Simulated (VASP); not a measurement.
Write the native input for VASP 6.6.1 that does the following.

* Task: single point
* Functional: PBE
* Potentials or basis: VASP PAW PBE potentials, release 64 (Cs_sv, Os)
* Cutoff: 600 eV
* k mesh: 6 × 6 × 4
* Occupations: gaussian, width 0.1 eV
* Spin: collinear spin, ferromagnetic start
* Starting moments: [0.0, 1.0] μB
* Dipole correction: no
* Further INCAR settings: ALGO = Normal; EDIFF = 1e-06; NBANDS = 20

The structure of CsOs lies in POSCAR:

```
CsOs
1.0
    4.9771456100      0.0000000000      0.0000000000
   -2.4885728100      4.3103345400      0.0000000000
    0.0000000000      0.0000000000      6.3608001100
Cs Os
1 1
Direct
    0.3333333300      0.6666666700      0.5000000000
    0.0000000000      0.0000000000      0.0000000000
```

The input as run:

INCAR

```
SYSTEM = CsOs
PREC = Accurate ; ENCUT = 600
EDIFF = 1E-6 ; ISMEAR = 0
SIGMA = 0.1 ; LREAL = .FALSE.
LASPH = .TRUE. ; NELM = 200
ALGO = Normal ; ISIF = 2
LWAVE = .FALSE. ; LCHARG = .FALSE.
ISPIN = 2 ; MAGMOM = 0 1
LORBIT = 11 ; LMAXMIX = 4
GGA = PE ; NBANDS = 20
GGA_COMPAT = .FALSE.
```

KPOINTS

```
regular mesh
0
G
  6 6 4
  0 0 0
```

Potentials or basis: VASP PAW PBE potentials, release 64 (Cs_sv, Os).

Launch:

```bash
$ cat potpaw_PBE.64/Cs_sv/POTCAR potpaw_PBE.64/Os/POTCAR > POTCAR
$ mpirun -np 1 vasp_std > vasp.out
```

Results of the run:

```yaml
Pressure: -1.8 GPa
Net_moment: 3.06 μB per cell
Site_moments: Cs -0.01; Os +2.88 μB
Valence_electrons_inside_the_program's_atomic_spheres: Cs 6.55; Os 6.43
```

Run time: 2.2 min on 1 thread of Intel(R) Xeon(R) Platinum 8488C (Sapphire Rapids) (shared host), peak memory 0.4 GiB.
